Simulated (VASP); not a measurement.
# PdC (Cmcm) in VASP: notebook

Runs on PdC. Level: PBE. Tasks: single point.

Program: VASP 6.6.1. These are calculated values, not measurements. Logs are shortened: lines on timing, memory, paths and dates and some standing lists are left out, and cuts for length are marked.

## 1. The cell of the first run

Symmetry: Cmcm, No. 63, orthorhombic system. Conventional cell: a = 4.823 Å, b = 7.443 Å, c = 2.587 Å, α = 90.00°, β = 90.00°, γ = 90.00°. Within 2.7 Å of Pd (site symmetry m2m) lie 1 C at 2.02 Å and 2 Pd at 2.59 Å. Within 1.9 Å of C (site symmetry m2m) lie 2 C at 1.43 Å.

## 2. Single point, PBE

INCAR

```
PREC     = Accurate       # precision mode
ENCUT    = 700            # plane-wave cutoff, eV
EDIFF    = 1E-6           # SCF threshold, eV
ISMEAR   = 0              # smearing method
SIGMA    = 0.1            # smearing width, eV
LREAL    = False          # projectors in reciprocal space
LASPH    = True           # aspherical terms in the spheres
NELM     = 120            # most SCF steps
ALGO     = Normal         # electronic algorithm
ISIF     = 2              # what is computed and relaxed
LWAVE    = False          # write WAVECAR
LCHARG   = True           # write CHGCAR
GGA      = PE             # functional
LELF     = True           # ELF
LVHAR    = True         
NBANDS   = 30             # bands
GGA_COMPAT= False
```

KPOINTS

```
regular mesh
0
Gamma
  12 12 18
```

POSCAR

```
PdC
1.0
    2.4112837043     -3.7213906502      0.0000000000
    2.4112837043      3.7213906502      0.0000000000
    0.0000000000      0.0000000000      2.5871492419
Pd C
2 2
Direct
    0.8129775363      0.1870224637      0.7500000000
    0.1870224637      0.8129775363      0.2500000000
    0.5416288221      0.4583711779      0.7500000000
    0.4583711779      0.5416288221      0.2500000000
```

Potentials or basis: VASP PAW PBE potentials, release 64 (Pd_sv_GW, C).

The run is started by

```bash
> cat potpaw_PBE.64/Pd_sv_GW/POTCAR potpaw_PBE.64/C/POTCAR > POTCAR
> mpirun -np 1 vasp_std > vasp.out
```

OUTCAR:

```text
PREC = Accurate
   ENCUT = 700
   EDIFF = 1E-6
   ISMEAR = 0
   LREAL = False
   LASPH = True
   NELM = 120
   ISIF = 2
   GGA = PE

 ion  position               nearest neighbor table
   1  0.813  0.187  0.750-   3 2.02
   2  0.187  0.813  0.250-   4 2.02
   3  0.542  0.458  0.750-   4 1.43   4 1.43   1 2.02
   4  0.458  0.542  0.250-   3 1.43   3 1.43   2 2.02

  LATTYP: Found a base centered orthorhombic cell.
 ALAT       =     4.8225674086
 B/A-ratio  =     1.5433234354
 C/A-ratio  =     0.5364672015

  Lattice vectors:

 A1 = (   2.4112837043,  -3.7213906502,   0.0000000000)
 A2 = (   2.4112837043,   3.7213906502,   0.0000000000)
 A3 = (   0.0000000000,   0.0000000000,   2.5871492419)

Analysis of symmetry for initial positions (statically):
=====================================================================
 Subroutine PRICEL returns:
 Original cell was already a primitive cell.

 Routine SETGRP: Setting up the symmetry group for a
 base centered orthorhombic supercell.

 Subroutine GETGRP returns: Found  8 space group operations
 (whereof  4 operations were pure point group operations)
 out of a pool of  8 trial point group operations.

The static configuration has the point symmetry C_2h.
 The point group associated with its full space group is D_2h.

Analysis of symmetry for dynamics (positions and initial velocities):
=====================================================================
 Subroutine PRICEL returns:
 Original cell was already a primitive cell.

 Routine SETGRP: Setting up the symmetry group for a
 base centered orthorhombic supercell.

 Subroutine GETGRP returns: Found  8 space group operations
 (whereof  4 operations were pure point group operations)
 out of a pool of  8 trial point group operations.

The dynamic configuration has the point symmetry C_2h.
 The point group associated with its full space group is D_2h.

 Subroutine INISYM returns: Found  8 space group operations
 (whereof  4 operations are pure point group operations),
 and found     1 'primitive' translations

----------------------------------------------------------------------------------------

                                     Primitive cell

  volume of cell :      46.4307

  direct lattice vectors                    reciprocal lattice vectors
     2.411283704 -3.721390650  0.000000000     0.207358429 -0.134358375  0.000000000
     2.411283704  3.721390650  0.000000000     0.207358429  0.134358375  0.000000000
     0.000000000  0.000000000  2.587149242     0.000000000  0.000000000  0.386525827

  length of vectors
     4.434302366  4.434302366  2.587149242     0.247082356  0.247082356  0.386525827

  position of ions in fractional coordinates (direct lattice)
     0.812977536  0.187022464  0.750000000
     0.187022464  0.812977536  0.250000000
     0.541628822  0.458371178  0.750000000
     0.458371178  0.541628822  0.250000000

  ion indices of the primitive-cell ions
   primitive index   ion index
                 1           1
                 2           2
                 3           3
                 4           4

----------------------------------------------------------------------------------------

 KPOINTS: regular mesh

Automatic generation of k-mesh.
 Grid dimensions read from file:
 generate k-points for:   12   12   18

 Generating k-lattice:

  Cartesian coordinates                     Fractional coordinates (reciprocal lattice)
     0.017279869 -0.011196531  0.000000000     0.083333333 -0.000000000  0.000000000
     0.017279869  0.011196531  0.000000000    -0.000000000  0.083333333  0.000000000
     0.000000000  0.000000000  0.021473657     0.000000000  0.000000000  0.055555556

  Length of vectors
     0.020590196  0.020590196  0.021473657

  Shift w.r.t. Gamma in fractional coordinates (k-lattice)
     0.000000000  0.000000000  0.000000000

 Subroutine IBZKPT returns following result:
 ===========================================

 Found    430 irreducible k-points:

 Following reciprocal coordinates:
            Coordinates               Weight
  0.000000  0.000000  0.000000      1.000000
  0.083333  0.000000  0.000000      4.000000
  0.166667  0.000000  0.000000      4.000000
  0.250000 -0.000000  0.000000      4.000000
  0.333333 -0.000000  0.000000      4.000000
  0.416667 -0.000000  0.000000      4.000000
[... 16 lines left out ...]
  0.500000  0.166667  0.000000      4.000000
 -0.416667  0.166667  0.000000      4.000000
 [... further k-points ...]
   k-points           NKPTS =    430   k-points in BZ     NKDIM =    430   number of bands    NBANDS=     30
   number of dos      NEDOS =    301   number of ions     NIONS =      4
   total plane-waves  NPLWV =  38400
   dimension x,y,z NGX =    40 NGY =   40 NGZ =   24
   dimension x,y,z NGXF=    80 NGYF=   80 NGZF=   48
   ions per type =               2   2
   NGX,Y,Z   is equivalent  to a cutoff of  15.00, 15.00, 15.42 a.u.
   NGXF,Y,Z  is equivalent  to a cutoff of  29.99, 29.99, 30.84 a.u.
 SYSTEM =  unknown system
   PREC   = accura    normal or accurate (medium, high low for compatibility)
   ISTART =      0    job   : 0-new  1-cont  2-samecut
   ICHARG =      2    charge: 1-file 2-atom 10-const
   ISPIN  =      1    spin polarized calculation?
   LNONCOLLINEAR =      F non collinear calculations
   LSORBIT =      F    spin-orbit coupling
   LASPH  =      T    aspherical Exc in radial PAW
   ENCUT  =  700.0 eV  51.45 Ry    7.17 a.u.   9.57  9.57  5.58*2*pi/ulx,y,z
   NELM   =    120;   NELMIN=  2; NELMDL= -5     # of ELM steps
   EDIFF  = 0.1E-05   stopping-criterion for ELM
   LREAL  =      F    real-space projection
   EDIFFG = 0.1E-04   stopping-criterion for IOM
   NSW    =      0    number of steps for IOM
   IBRION =     -1    ionic relax: 0-MD 1-quasi-New 2-CG
   NFREE  =      0    steps in history (QN), initial steepest desc. (CG)
   ISIF   =      2    stress and relaxation
   ISYM   =      2    0-nonsym 1-usesym 2-fastsym
   POTIM  = 0.5000    time-step for ionic-motion
   TEBEG  =    0.0;   TEEND  =   0.0 temperature during run
   PSTRESS=    0.0 pullay stress
   NELECT =      44.0000    total number of electrons
   NUPDOWN=      -1.0000    fix difference up-down
   EMIN   =  10.00;   EMAX   =-10.00  energy-range for DOS
   EFERMI =   0.00;   METHOD = LEGACY
   ISMEAR =     0;   SIGMA  =   0.10  broadening in eV -4-tet -1-fermi 0-gaus
   EFERMI_NEDOS =   21; number of points for ismear=-14 and -15
   IALGO  =     38    algorithm
   IMIX   =      4    mixing-type and parameters
     AMIX     =   0.40;   BMIX     =  1.00
     AMIX_MAG =   1.60;   BMIX_MAG =  1.00
  volume/ion in A,a.u.               =      11.61        78.33
  Fermi-wavevector in a.u.,A,eV,Ry     =   1.608017  3.038712 35.180850  2.585720
  Thomas-Fermi vector in A             =   2.703954
   LORBIT       =      0    0 simple, 1 ext, 2 COOP (PROOUT), +10 PAW based schemes
   GGA     = PE    functional components
   LHFCALC =     F    Hartree Fock is set to
   AEXX    =    0.0000 exact exchange contribution
   IVDW    =     0    specifies the selected vdW correction
   LEPSILON=     F    determine dielectric tensor
   LRPA    =     F    only Hartree local field effects (RPA)
 non-spin polarized calculation
 Gauss-broadening in eV      SIGMA  =   0.10
  energy-cutoff  :      700.00
  volume of cell :       46.43
 maximum number of plane-waves:      1976
 NGX is ok and might be reduce to    40
   NGX = 19   NGY = 19   NGZ = 11

 number of electron      44.0000011 magnetization

 Free energy of the ion-electron system (eV)
  ---------------------------------------------------
  ext. energy  EPLUGINS =         0.00000000
  ---------------------------------------------------
  free energy    TOTEN  =       -23.19974674 eV

  energy without entropy =      -23.19220720  energy(sigma->0) =      -23.19597697

 E-fermi :   7.6836     XC(G=0): -12.6530

 val. band max:        7.6834173782   @ k =   0.2500  -0.0000   0.4444
 cond. band min:       7.6868949757   @ k =  -0.0833   0.0833   0.3889
 fundamental gap:      0.0034775975
 Fermi energy:         7.6836230935

 k-point     1 :       0.0000    0.0000    0.0000
  band No.  band energies     occupation
      1     -76.7581      2.00000
      2     -76.7361      2.00000
      3     -42.7598      2.00000
      4     -42.7039      2.00000
      5     -42.3727      2.00000
      6     -42.2508      2.00000
[... 22 lines left out ...]
     29      18.0167      0.00000
     30      20.5103      0.00000

 k-point     2 :       0.0833    0.0000    0.0000
  band No.  band energies     occupation
      1     -76.7578      2.00000
      2     -76.7365      2.00000
      3     -42.7598      2.00000
      4     -42.7044      2.00000
      5     -42.3697      2.00000
      6     -42.2502      2.00000
[... 22 lines left out ...]
     29      18.0361      0.00000
     30      20.2721      0.00000

 k-point     3 :       0.1667    0.0000    0.0000
  band No.  band energies     occupation
      1     -76.7567      2.00000
      2     -76.7375      2.00000
      3     -42.7599      2.00000
      4     -42.7056      2.00000
      5     -42.3609      2.00000
      6     -42.2483      2.00000
[... 22 lines left out ...]
     29      18.1502      0.00000
     30      19.5912      0.00000

 k-point     4 :       0.2500   -0.0000    0.0000
  band No.  band energies     occupation
      1     -76.7550      2.00000
      2     -76.7392      2.00000
      3     -42.7600      2.00000
      4     -42.7073      2.00000
      5     -42.3472      2.00000
      6     -42.2453      2.00000
[... 22 lines left out ...]
     29      18.1454      0.00000
     30      19.1142      0.00000

 k-point     5 :       0.3333   -0.0000    0.0000
  band No.  band energies     occupation
      1     -76.7529      2.00000
      2     -76.7414      2.00000
      3     -42.7602      2.00000
      4     -42.7088      2.00000
      5     -42.3297      2.00000
      6     -42.2488      2.00000
[... 22 lines left out ...]
     29      17.4365      0.00000
     30      19.7893      0.00000
[... 526 lines left out ...]
     29      18.1554      0.00000
     30      19.8622      0.00000

 k-point    22 :       0.4167    0.1667    0.0000
  band No.  band energies     occupation
      1     -76.7488      2.00000
      2     -76.7454      2.00000
      3     -42.7600      2.00000
      4     -42.7104      2.00000
      5     -42.3126      2.00000
      6     -42.2651      2.00000
[... 22 lines left out ...]
     29      18.3694      0.00000
     30      20.5194      0.00000

 k-point    23 :       0.5000    0.1667    0.0000
  band No.  band energies     occupation
      1     -76.7511      2.00000
      2     -76.7432      2.00000
      3     -42.7594      2.00000
      4     -42.7100      2.00000
      5     -42.3327      2.00000
      6     -42.2460      2.00000
[... 22 lines left out ...]
     29      18.6978      0.00000
     30      20.4025      0.00000

 k-point    24 :      -0.4167    0.1667    0.0000
  band No.  band energies     occupation
      1     -76.7533      2.00000
      2     -76.7409      2.00000
      3     -42.7587      2.00000
      4     -42.7091      2.00000
      5     -42.3501      2.00000
      6     -42.2422      2.00000
[... 22 lines left out ...]
     29      19.1192      0.00000
     30      20.3422      0.00000

 [... further k-points ...]
[... 5 lines left out ...]
  --------------------------------------------------------------------------------------
  -------------------------------------------------------------------------------------
  Total       -0.0542806     -0.0048365     -0.0089204      0.0000000      0.0000000      0.0000000
  in kB       -1.8730525     -0.1668926     -0.3078162      0.0000000      0.0000000      0.0000000
  external PRESSURE =      -0.7825871 kB  Pullay stress =       0.0000000 kB

 VOLUME and BASIS-vectors are now :
 -----------------------------------------------------------------------------
  energy-cutoff  :      700.00
  volume of cell :       46.43
      direct lattice vectors                 reciprocal lattice vectors
     2.411283704 -3.721390650  0.000000000     0.207358429 -0.134358375  0.000000000
     2.411283704  3.721390650  0.000000000     0.207358429  0.134358375  0.000000000
     0.000000000  0.000000000  2.587149242     0.000000000  0.000000000  0.386525827

 POSITION                                       TOTAL-FORCE (eV/Angst)
 -----------------------------------------------------------------------------------
      2.41128     -2.32942      1.94036         0.000000     -0.008003     -0.000000
      2.41128      2.32942      0.64679         0.000000      0.008003      0.000000
      2.41128     -0.30983      1.94036         0.000000     -0.009648      0.000000
      2.41128      0.30983      0.64679         0.000000      0.009648      0.000000
 -----------------------------------------------------------------------------------
    total drift:                               -0.000000     -0.000000     -0.000000

  FREE ENERGIE OF THE ION-ELECTRON SYSTEM (eV)
  ---------------------------------------------------
  free  energy   TOTEN  =       -23.1997467416 eV

  energy  without entropy=      -23.1922071962  energy(sigma->0) =      -23.19597697
```

It took 6.9 min on 1 thread of Intel Xeon 6975P-C (Granite Rapids), shared host; peak memory 0.9 GiB.

What came out:

- Free energy: -23.1997 eV
- Pressure: -0.1 GPa
- Largest force: 0.010 eV/Å
- Band gap on the k mesh: zero (bands 22 and 23 overlap by 1.74 eV)

Forces on the atoms (eV/Å):
```
Pd   0.000 -0.008  0.000
Pd   0.000  0.008  0.000
C    0.000 -0.010  0.000
C    0.000  0.010  0.000
```

Stress tensor (GPa, compression positive):
```
-0.19  0.00  0.00
 0.00 -0.02  0.00
 0.00  0.00 -0.03
```

## 3. Single point, PBE

This run uses another cell than the first one, of 11.53 Å³/atom.

INCAR

```
ALGO     = Normal         # electronic algorithm
EDIFF    = 1E-6           # SCF threshold, eV
ENCUT    = 700            # plane-wave cutoff, eV
GGA      = PE             # functional
GGA_COMPAT= F            
ISIF     = 2              # what is computed and relaxed
ISMEAR   = 0              # smearing method
LASPH    = T              # aspherical terms in the spheres
LCHARG   = T              # write CHGCAR
LELF     = T              # ELF
LREAL    = F              # projectors in reciprocal space
LVHAR    = T            
LWAVE    = F              # write WAVECAR
NBANDS   = 30             # bands
NELM     = 120            # most SCF steps
PREC     = Accurate       # precision mode
SIGMA    = 0.1            # smearing width, eV
```

KPOINTS

```
k-points
0
Gamma
  6 6 6
```

POSCAR

```
PdC
1.0
    2.3883490201     -3.7248459148      0.0000000000
    2.3883490201      3.7248459148      0.0000000000
    0.0000000000      0.0000000000      2.5920273569
Pd C
2 2
Direct
    0.8132689201      0.1867310799      0.7500000000
    0.1867310799      0.8132689201      0.2500000000
    0.5419694194      0.4580305806      0.7500000000
    0.4580305806      0.5419694194      0.2500000000
```

Potentials or basis: VASP PAW PBE potentials, release 64 (Pd_sv_GW, C).

The run is started by

```bash
> cat potpaw_PBE.64/Pd_sv_GW/POTCAR potpaw_PBE.64/C/POTCAR > POTCAR
> mpirun -np 1 vasp_std > vasp.out
```

It took 65 s on 1 thread of AMD EPYC 9R45 (Zen 5), shared host; peak memory 0.24 GiB.

It converged, with:

```
Free energy            : -23.1975 eV
Pressure               : 0.0 GPa
Largest force          : 0.023 eV/Å
Band gap on the k mesh : zero (bands 22 and 23 overlap by 1.60 eV)
```

Forces in eV/Å, atoms in the order of the input:
```
Pd   0.000 -0.009  0.000
Pd   0.000  0.009  0.000
C    0.000 -0.023  0.000
C    0.000  0.023  0.000
```

Levels at points of the mesh, in eV from the Fermi level:
```csv
k point,band 18,band 19,band 20,band 21,band 22,band 23,band 24,band 25,band 26,band 27
"(0.00, 0.00, 0.00)",-1.73,-1.52,-1.25,-0.66,-0.46,0.54,1.90,2.39,6.53,7.63
"(0.50, 0.00, 0.00)",-1.83,-1.49,-1.30,-1.23,-0.96,-0.80,1.58,5.55,6.57,8.21
"(0.50, 0.50, 0.00)",-2.86,-1.81,-1.37,-1.24,-0.39,-0.08,3.69,5.08,5.83,6.14
"(0.00, 0.00, 0.50)",-2.10,-1.61,-1.61,0.80,0.80,0.96,0.96,3.78,3.78,9.94
"(0.50, 0.00, 0.50)",-2.94,-1.08,-1.08,0.17,0.17,1.37,1.37,4.83,4.83,8.31
"(0.50, 0.50, 0.50)",-2.20,-2.06,-2.06,-0.09,-0.09,0.51,0.51,6.24,6.24,8.23
```

Caveat: the k points lie up to 0.40 Å⁻¹ apart, too coarse for converged energies and pressures of a metal.

The gap in the log of VASP goes by the Fermi energy; the results here count the filled bands.